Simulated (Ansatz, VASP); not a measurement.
N: VASP beside Ansatz

POSCAR

```
N
1.0
    3.9609740433      0.0000000000      0.0000000000
    0.0000000000      3.9609740433      0.0000000000
    0.0000000000      0.0000000000      5.1331803146
N
4
Direct
    0.9024068167      0.9024068167      0.0000000000
    0.5975931833      0.4024068167      0.5000000000
    0.0975931833      0.0975931833      0.0000000000
    0.4024068167      0.5975931833      0.5000000000
```

INCAR.step1

```
SYSTEM = N
  ALGO = Normal
  EDIFF = 1E-5
  ENCUT = 520
  GGA = PE
  ISIF = 2
  ISMEAR = 0
  LASPH = .True.
  LREAL = .False.
  LWAVE = .True.
  NBANDS = 18
  NELM = 80
  PREC = Accurate
  SIGMA = 0.01
```

File INCAR.step2:

```
SYSTEM = N
  AEXX = 0.25
  ALGO = Normal
  EDIFF = 1E-6
  ENCUT = 520
  GGA = PE
  ISIF = 2
  ISMEAR = 0
  ISTART = 1
  LASPH = .True.
  LCHARG = .True.
  LELF = .True.
  LHFCALC = .True.
  LREAL = .False.
  LVHAR = .True.
  LWAVE = .False.
  NBANDS = 18
  NELM = 80
  PREC = Accurate
  PRECFOCK = Normal
  SIGMA = 0.01
```

The input KPOINTS:

```
k-points
0
Gamma
  4 4 4
  0 0 0
```

Input for Ansatz:

```yaml
crystal:
  lattice:
    - [3.9609740433, 0.0, 0.0]
    - [0.0, 3.9609740433, 0.0]
    - [0.0, 0.0, 5.1331803146]
  atoms:
    - { symbol: "N", position: [0.9024068167, 0.9024068167, 0.0] }
    - { symbol: "N", position: [0.5975931833, 0.4024068167, 0.5] }
    - { symbol: "N", position: [0.0975931833, 0.0975931833, 0.0] }
    - { symbol: "N", position: [0.4024068167, 0.5975931833, 0.5] }
kpoints:
  mp_grid: { grid: [4, 4, 4] }
  band_path:
    path:
      - [0.0, 0.0, 0.0]
      - [0.0, 0.5, 0.0]
      - [0.5, 0.5, 0.0]
      - [0.0, 0.0, 0.5]
      - [0.0, 0.5, 0.5]
      - [0.5, 0.5, 0.5]
      - [-0.5, -0.5, 0.489583]
    npoints: 1
hamiltonian:
  xc: pbe0
scf:
  occupations: { method: fixed }
  n_extra_bands: 5
output:
  forces: true
  stress: true
  eigenvalues: true
```

Alike in both runs: task single point; functional PBE0; k mesh 4 × 4 × 4; no spin polarisation.

|  | VASP | Ansatz |
| --- | --- | --- |
| version | VASP 6.6.1 | Ansatz 0.2.0 |
| potentials or method | VASP PAW PBE potentials, release 64 (N) | plane waves, PAW |
| plane-wave cutoff (eV) | 520 | 420 |
| occupations | gaussian, width 0.01 eV | fixed |
| valence electrons in the cell | 20 | 20 |

|  | VASP | Ansatz | Ansatz less VASP |
| --- | --- | --- | --- |
| gap on the k mesh at the Fermi level (eV) | 9.87 | 9.92 | +0.059 |
| pressure (GPa) | 2.7 | -0.3 | -2.98 |
| traceless stress, the component that is largest in VASP (GPa) | -2.03 | 1.26 | +3.284 |
| rms of the force components (eV/Å) | 0.833 | 0.496 | -0.3371 |

Atom by atom the forces differ by 1.329 eV/Å (rms over components). Ansatz's warnings: stress exchange threshold loose, stress scf threshold loose.

Noted on VASP's run: the standard files for N, O and F lose accuracy on very short bonds.
